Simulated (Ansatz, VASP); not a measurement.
## ScBe4Al2B3: VASP beside Ansatz

File INCAR:

```
PREC = Accurate
ENCUT = 600
EDIFF = 1E-7
ISMEAR = 0
SIGMA = 0.1
LREAL = F
LASPH = T
NELM = 80
ALGO = Fast
ISIF = 3
LWAVE = F
LCHARG = F
GGA = PE
IBRION = 2
NSW = 100
EDIFFG = -0.01
```

Contents of KPOINTS:

```
regular mesh
0
Gamma
  12 12 6
```

Contents of POSCAR:

```
ScBe4Al2B3
1.0
    4.1146270615      0.0000000000      0.0000000000
   -2.0573135307      3.5633715623      0.0000000000
    0.0000000000      0.0000000000      8.7227004018
Sc Be Al B
1 4 2 3
Direct
    0.6666666667      0.3333333333      0.0000000000
    0.3333333333      0.6666666667      0.7714686257
    0.3333333333      0.6666666667      0.2285313743
    0.3333333333      0.6666666667      0.0000000000
    0.0000000000      0.0000000000      0.5000000000
    0.0000000000      0.0000000000      0.0000000000
    0.3333333333      0.6666666667      0.5000000000
    0.0000000000      0.0000000000      0.2657365162
    0.0000000000      0.0000000000      0.7342634838
    0.6666666667      0.3333333333      0.5000000000
```

Input for Ansatz:

```yaml
crystal:
  lattice:
    - [4.1146270615, 0.0, 0.0]
    - [-2.0573135307, 3.5633715623, 0.0]
    - [0.0, 0.0, 8.7227004018]
  atoms:
    - { symbol: Sc, position: [0.6666666667, 0.3333333333, 0.0] }
    - { symbol: Be, position: [0.3333333333, 0.6666666667, 0.7714686257] }
    - { symbol: Be, position: [0.3333333333, 0.6666666667, 0.2285313743] }
    - { symbol: Be, position: [0.3333333333, 0.6666666667, 0.0] }
    - { symbol: Be, position: [0.0, 0.0, 0.5] }
    - { symbol: Al, position: [0.0, 0.0, 0.0] }
    - { symbol: Al, position: [0.3333333333, 0.6666666667, 0.5] }
    - { symbol: B, position: [0.0, 0.0, 0.2657365162] }
    - { symbol: B, position: [0.0, 0.0, 0.7342634838] }
    - { symbol: B, position: [0.6666666667, 0.3333333333, 0.5] }
basis:
  ecutwfc: 420
kpoints:
  mp_grid: { grid: [12, 12, 6] }
hamiltonian:
  xc: pbe
scf:
  occupations: { method: gaussian, width: 0.1 }
output:
  forces: true
  stress: true
  eigenvalues: true
  write_density: true
  write_potential: true
  elf: true
  volumetric_format: npy
relax:
  adjacent_minimum: "off"
  f_tol: 0.01
  max_steps: 80
  cell: { stress_tol: 0.05 }
```

Alike in both runs: task relaxation of cell and atoms; functional PBE; k mesh 12 × 12 × 6; occupations gaussian, width 0.1 eV; no spin polarisation.

```csv
,VASP,Ansatz
version,VASP 6.6.1,Ansatz 0.2.0
potentials or method,"VASP PAW PBE potentials, release 64 (Sc_sv, Be, Al, B), cutoff 600 eV","scalar-relativistic, plane waves, PAW"
valence electrons in the cell,34,34
```

Ansatz gave:

- gap on the k mesh at the Fermi level, each at its own relaxed structure (eV): none
- relaxed volume (Å³/atom): 12.82
- relaxed length of the cell vector where the two differ most in proportion (Å): 4.132

Question: What did VASP give for the same quantities?

Answer: gap on the k mesh at the Fermi level, each at its own relaxed structure (eV): none; relaxed volume (Å³/atom): 12.83; relaxed length of the cell vector where the two differ most in proportion (Å): 4.133.

A gap of «none» marks a metal or a gap that the smearing closes.
